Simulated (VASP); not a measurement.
# Cs3Pr (Im-3m) in VASP: single point with PBE

Aim: the single point of Cs3Pr with PBE.

Everything below comes from runs of VASP 6.6.1. Logs are shortened: lines on timing, memory, paths and dates and some standing lists are left out, and cuts for length are marked.

## (1) The cell of the first run

It takes space group Im-3m (No. 229, cubic). Conventional cell: a = 8.316 Å, b = 8.316 Å, c = 8.316 Å, α = 90.00°, β = 90.00°, γ = 90.00°. Cs (site symmetry 4/mmm) has 4 Cs at 4.16 Å and 2 Pr at 4.16 Å within 5.5 Å. Pr (site symmetry m-3m) has 6 Cs at 4.16 Å within 5.5 Å.

The cell was built from a structure type or drawn by symmetry, and may not be a known phase.

## (2) Single point, PBE

Input file INCAR:

```
PREC     = Accurate       # precision mode
ENCUT    = 500            # plane-wave cutoff, eV
EDIFF    = 1E-6           # SCF threshold, eV
ISMEAR   = 0              # smearing method
SIGMA    = 0.2            # smearing width, eV
LREAL    = False          # projectors in reciprocal space
LASPH    = True           # aspherical terms in the spheres
NELM     = 200            # most SCF steps
ALGO     = Normal         # electronic algorithm
ISIF     = 2              # what is computed and relaxed
LWAVE    = False          # write WAVECAR
LCHARG   = True           # write CHGCAR
GGA      = PE             # functional
LELF     = True           # ELF
LVHAR    = True         
NBANDS   = 27             # bands
GGA_COMPAT= False        
LMAXMIX  = 6              # l up to which the mixer works
```

Input file KPOINTS:

```
regular mesh
0
Gamma
  4 4 4
```

Input file POSCAR:

```
Cs3Pr
1.0
   -4.1578743233      4.1578743233      4.1578743233
    4.1578743233     -4.1578743233      4.1578743233
    4.1578743233      4.1578743233     -4.1578743233
Cs Pr
3 1
Direct
    0.0000000000      0.5000000000      0.5000000000
    0.5000000000      0.0000000000      0.5000000000
    0.5000000000      0.5000000000      0.0000000000
    0.0000000000      0.0000000000      0.0000000000
```

Potentials or basis: VASP PAW PBE potentials, release 64 (Cs_sv, Pr_3), 4f in core.

On the command line:

```
> cat potpaw_PBE.64/Cs_sv/POTCAR potpaw_PBE.64/Pr_3/POTCAR > POTCAR
> mpirun -np 1 vasp_std > vasp.out
```

OUTCAR:

```text
PREC = Accurate
   ENCUT = 500
   EDIFF = 1E-6
   ISMEAR = 0
   LREAL = False
   LASPH = True
   NELM = 200
   ISIF = 2
   GGA = PE

 ion  position               nearest neighbor table
   1  0.000  0.500  0.500-
   2  0.500  0.000  0.500-
   3  0.500  0.500  0.000-
   4  0.000  0.000  0.000-

  LATTYP: Found a body centered cubic cell.
 ALAT       =     8.3157486466

  Lattice vectors:

 A1 = (  -4.1578743233,   4.1578743233,   4.1578743233)
 A2 = (   4.1578743233,  -4.1578743233,   4.1578743233)
 A3 = (   4.1578743233,   4.1578743233,  -4.1578743233)

Analysis of symmetry for initial positions (statically):
=====================================================================
 Subroutine PRICEL returns:
 Original cell was already a primitive cell.

 Routine SETGRP: Setting up the symmetry group for a
 body centered cubic supercell.

 Subroutine GETGRP returns: Found 48 space group operations
 (whereof 48 operations were pure point group operations)
 out of a pool of 48 trial point group operations.

The static configuration has the point symmetry O_h .

Analysis of symmetry for dynamics (positions and initial velocities):
=====================================================================
 Subroutine PRICEL returns:
 Original cell was already a primitive cell.

 Routine SETGRP: Setting up the symmetry group for a
 body centered cubic supercell.

 Subroutine GETGRP returns: Found 48 space group operations
 (whereof 48 operations were pure point group operations)
 out of a pool of 48 trial point group operations.

The dynamic configuration has the point symmetry O_h .

 Subroutine INISYM returns: Found 48 space group operations
 (whereof 48 operations are pure point group operations),
 and found     1 'primitive' translations

----------------------------------------------------------------------------------------

                                     Primitive cell

  volume of cell :     287.5240

  direct lattice vectors                    reciprocal lattice vectors
    -4.157874323  4.157874323  4.157874323     0.000000000  0.120253755  0.120253755
     4.157874323 -4.157874323  4.157874323     0.120253755  0.000000000  0.120253755
     4.157874323  4.157874323 -4.157874323     0.120253755  0.120253755  0.000000000

  length of vectors
     7.201649579  7.201649579  7.201649579     0.170064491  0.170064491  0.170064491

  position of ions in fractional coordinates (direct lattice)
     0.000000000  0.500000000  0.500000000
     0.500000000  0.000000000  0.500000000
     0.500000000  0.500000000  0.000000000
     0.000000000  0.000000000  0.000000000

  ion indices of the primitive-cell ions
   primitive index   ion index
                 1           1
                 2           2
                 3           3
                 4           4

----------------------------------------------------------------------------------------

 KPOINTS: regular mesh

Automatic generation of k-mesh.
 Grid dimensions read from file:
 generate k-points for:    4    4    4

 Generating k-lattice:

  Cartesian coordinates                     Fractional coordinates (reciprocal lattice)
     0.000000000  0.030063439  0.030063439     0.250000000  0.000000000  0.000000000
     0.030063439  0.000000000  0.030063439     0.000000000  0.250000000  0.000000000
     0.030063439  0.030063439  0.000000000     0.000000000  0.000000000  0.250000000

  Length of vectors
     0.042516123  0.042516123  0.042516123

  Shift w.r.t. Gamma in fractional coordinates (k-lattice)
     0.000000000  0.000000000  0.000000000

 Subroutine IBZKPT returns following result:
 ===========================================

 Found      8 irreducible k-points:

 Following reciprocal coordinates:
            Coordinates               Weight
  0.000000  0.000000  0.000000      1.000000
  0.250000  0.000000  0.000000     12.000000
  0.500000  0.000000  0.000000      6.000000
  0.250000  0.250000  0.000000     24.000000
  0.250000  0.250000  0.250000      2.000000
 -0.250000  0.250000  0.250000      6.000000
  0.500000  0.500000  0.250000     12.000000
  0.500000  0.500000  0.500000      1.000000
   k-points           NKPTS =      8   k-points in BZ     NKDIM =      8   number of bands    NBANDS=     27
   number of dos      NEDOS =    301   number of ions     NIONS =      4
   total plane-waves  NPLWV = 157464
   dimension x,y,z NGX =    54 NGY =   54 NGZ =   54
   dimension x,y,z NGXF=   108 NGYF=  108 NGZF=  108
   ions per type =               3   1
   NGX,Y,Z   is equivalent  to a cutoff of  12.47, 12.47, 12.47 a.u.
   NGXF,Y,Z  is equivalent  to a cutoff of  24.93, 24.93, 24.93 a.u.
 SYSTEM =  unknown system
   PREC   = accura    normal or accurate (medium, high low for compatibility)
   ISTART =      0    job   : 0-new  1-cont  2-samecut
   ICHARG =      2    charge: 1-file 2-atom 10-const
   ISPIN  =      1    spin polarized calculation?
   LNONCOLLINEAR =      F non collinear calculations
   LSORBIT =      F    spin-orbit coupling
   LASPH  =      T    aspherical Exc in radial PAW
   ENCUT  =  500.0 eV  36.75 Ry    6.06 a.u.  13.13 13.13 13.13*2*pi/ulx,y,z
   NELM   =    200;   NELMIN=  2; NELMDL= -5     # of ELM steps
   EDIFF  = 0.1E-05   stopping-criterion for ELM
   LREAL  =      F    real-space projection
   EDIFFG = 0.1E-04   stopping-criterion for IOM
   NSW    =      0    number of steps for IOM
   IBRION =     -1    ionic relax: 0-MD 1-quasi-New 2-CG
   NFREE  =      0    steps in history (QN), initial steepest desc. (CG)
   ISIF   =      2    stress and relaxation
   ISYM   =      2    0-nonsym 1-usesym 2-fastsym
   POTIM  = 0.5000    time-step for ionic-motion
   TEBEG  =    0.0;   TEEND  =   0.0 temperature during run
   PSTRESS=    0.0 pullay stress
   NELECT =      38.0000    total number of electrons
   NUPDOWN=      -1.0000    fix difference up-down
   EMIN   =  10.00;   EMAX   =-10.00  energy-range for DOS
   EFERMI =   0.00;   METHOD = LEGACY
   ISMEAR =     0;   SIGMA  =   0.20  broadening in eV -4-tet -1-fermi 0-gaus
   EFERMI_NEDOS =   21; number of points for ismear=-14 and -15
   IALGO  =     38    algorithm
   IMIX   =      4    mixing-type and parameters
     AMIX     =   0.40;   BMIX     =  1.00
     AMIX_MAG =   1.60;   BMIX_MAG =  1.00
  volume/ion in A,a.u.               =      71.88       485.08
  Fermi-wavevector in a.u.,A,eV,Ry     =   0.833895  1.575833  9.461230  0.695381
  Thomas-Fermi vector in A             =   1.947196
   LORBIT       =      0    0 simple, 1 ext, 2 COOP (PROOUT), +10 PAW based schemes
   GGA     = PE    functional components
   LHFCALC =     F    Hartree Fock is set to
   AEXX    =    0.0000 exact exchange contribution
   IVDW    =     0    specifies the selected vdW correction
   LEPSILON=     F    determine dielectric tensor
   LRPA    =     F    only Hartree local field effects (RPA)
 non-spin polarized calculation
 Gauss-broadening in eV      SIGMA  =   0.20
  energy-cutoff  :      500.00
  volume of cell :      287.52
 maximum number of plane-waves:      7376
 NGX is ok and might be reduce to    54
   NGX = 27   NGY = 27   NGZ = 27

 number of electron      38.0000007 magnetization

 Free energy of the ion-electron system (eV)
  ---------------------------------------------------
  ext. energy  EPLUGINS =         0.00000000
  ---------------------------------------------------
  free energy    TOTEN  =        -4.35598280 eV

  energy without entropy =       -4.12859200  energy(sigma->0) =       -4.24228740

 E-fermi :   1.3502     XC(G=0):  -6.8125

 val. band max:        1.2970851265   @ k =   0.5000   0.0000   0.0000
 cond. band min:       1.3957207840   @ k =  -0.2500   0.2500   0.2500
 fundamental gap:      0.0986356575
 Fermi energy:         1.3501506768

 k-point     1 :       0.0000    0.0000    0.0000
  band No.  band energies     occupation
      1     -36.5446      2.00000
      2     -22.1568      2.00000
      3     -22.0625      2.00000
      4     -22.0625      2.00000
      5     -18.4346      2.00000
      6     -18.4346      2.00000
[... 19 lines left out ...]
     26       3.7541      0.00000
     27       3.7541      0.00000

 k-point     2 :       0.2500    0.0000    0.0000
  band No.  band energies     occupation
      1     -36.5446      2.00000
      2     -22.1449      2.00000
      3     -22.0747      2.00000
      4     -22.0632      2.00000
      5     -18.4347      2.00000
      6     -18.4337      2.00000
[... 19 lines left out ...]
     26       3.2948      0.00000
     27       3.4572      0.00000

 k-point     3 :       0.5000    0.0000    0.0000
  band No.  band energies     occupation
      1     -36.5446      2.00000
      2     -22.1255      2.00000
      3     -22.0944      2.00000
      4     -22.0638      2.00000
      5     -18.4347      2.00000
      6     -18.4328      2.00000
[... 19 lines left out ...]
     26       3.1566      0.00000
     27       3.4882      0.00000

 k-point     4 :       0.2500    0.2500    0.0000
  band No.  band energies     occupation
      1     -36.5446      2.00000
      2     -22.1256      2.00000
      3     -22.0942      2.00000
      4     -22.0639      2.00000
      5     -18.4337      2.00000
      6     -18.4337      2.00000
[... 19 lines left out ...]
     26       3.3545      0.00000
     27       3.4413      0.00000

 k-point     5 :       0.2500    0.2500    0.2500
  band No.  band energies     occupation
      1     -36.5446      2.00000
      2     -22.0949      2.00000
      3     -22.0949      2.00000
      4     -22.0949      2.00000
      5     -18.4328      2.00000
      6     -18.4328      2.00000
[... 19 lines left out ...]
     26       3.9750      0.00000
     27       3.9823      0.00000

 k-point     6 :      -0.2500    0.2500    0.2500
  band No.  band energies     occupation
      1     -36.5446      2.00000
      2     -22.1382      2.00000
      3     -22.0936      2.00000
      4     -22.0510      2.00000
      5     -18.4347      2.00000
      6     -18.4347      2.00000
[... 19 lines left out ...]
     26       2.9614      0.00000
     27       3.3695      0.00000

 k-point     7 :       0.5000    0.5000    0.2500
  band No.  band energies     occupation
      1     -36.5446      2.00000
      2     -22.1248      2.00000
      3     -22.1128      2.00000
      4     -22.0451      2.00000
      5     -18.4347      2.00000
      6     -18.4338      2.00000
[... 19 lines left out ...]
     26       3.0382      0.00000
     27       3.0672      0.00000

 k-point     8 :       0.5000    0.5000    0.5000
  band No.  band energies     occupation
      1     -36.5446      2.00000
      2     -22.1241      2.00000
      3     -22.1241      2.00000
      4     -22.0335      2.00000
      5     -18.4348      2.00000
      6     -18.4348      2.00000
[... 19 lines left out ...]
     26       2.5663      0.00000
     27       2.5663      0.00000

------------------------ aborting loop because EDIFF is reached ----------------------------------------

  FORCE on cell =-STRESS in cart. coord.  units (eV):
  Direction    XX          YY          ZZ          XY          YZ          ZX
  --------------------------------------------------------------------------------------
  -------------------------------------------------------------------------------------
  Total        0.3772738      0.3772738      0.3772738     -0.0000000      0.0000000     -0.0000000
  in kB        2.1022927      2.1022927      2.1022927     -0.0000000      0.0000000     -0.0000000
  external PRESSURE =       2.1022927 kB  Pullay stress =       0.0000000 kB

 VOLUME and BASIS-vectors are now :
 -----------------------------------------------------------------------------
  energy-cutoff  :      500.00
  volume of cell :      287.52
      direct lattice vectors                 reciprocal lattice vectors
    -4.157874323  4.157874323  4.157874323     0.000000000  0.120253755  0.120253755
     4.157874323 -4.157874323  4.157874323     0.120253755  0.000000000  0.120253755
     4.157874323  4.157874323 -4.157874323     0.120253755  0.120253755  0.000000000

 POSITION                                       TOTAL-FORCE (eV/Angst)
 -----------------------------------------------------------------------------------
      4.15787      0.00000      0.00000         0.000000     -0.000000      0.000000
      0.00000      4.15787      0.00000        -0.000000      0.000000     -0.000000
      0.00000      0.00000      4.15787         0.000000     -0.000000      0.000000
      0.00000      0.00000      0.00000        -0.000000      0.000000     -0.000000
 -----------------------------------------------------------------------------------
    total drift:                                0.000000      0.000000     -0.000000

  FREE ENERGIE OF THE ION-ELECTRON SYSTEM (eV)
  ---------------------------------------------------
  free  energy   TOTEN  =        -4.3559828032 eV

  energy  without entropy=       -4.1285920008  energy(sigma->0) =       -4.24228740
```

Run time: 68 s. Hardware: 1 thread of Intel Xeon 6975P-C (Granite Rapids), shared host; peak memory 0.36 GiB.

What came out:

```yaml
Free_energy: -4.3560 eV
Pressure: 0.2 GPa
Band_gap_on_the_k_mesh: zero (bands 19 and 20 overlap by 0.54 eV)
```

Levels at points of the mesh, in eV from the Fermi level:
| k point | band 17 | band 18 | band 19 | band 20 | band 21 | band 22 |
| --- | --- | --- | --- | --- | --- | --- |
| (0.00, 0.00, 0.00) | -2.14 | -0.46 | -0.46 | -0.46 | 0.16 | 0.16 |
| (0.50, 0.00, 0.00) | -1.03 | -0.41 | -0.05 | 0.39 | 0.51 | 0.53 |
| (0.50, 0.50, 0.50) | -1.02 | -0.13 | -0.13 | 0.23 | 0.23 | 0.23 |

Caveat: spin-orbit coupling is left out, which moves the levels of the heavy elements; the 4f electrons are frozen in the core, so they carry no moment and show no levels. Spin polarisation is off, so any magnetic state and its effect on volume and gap are missing.
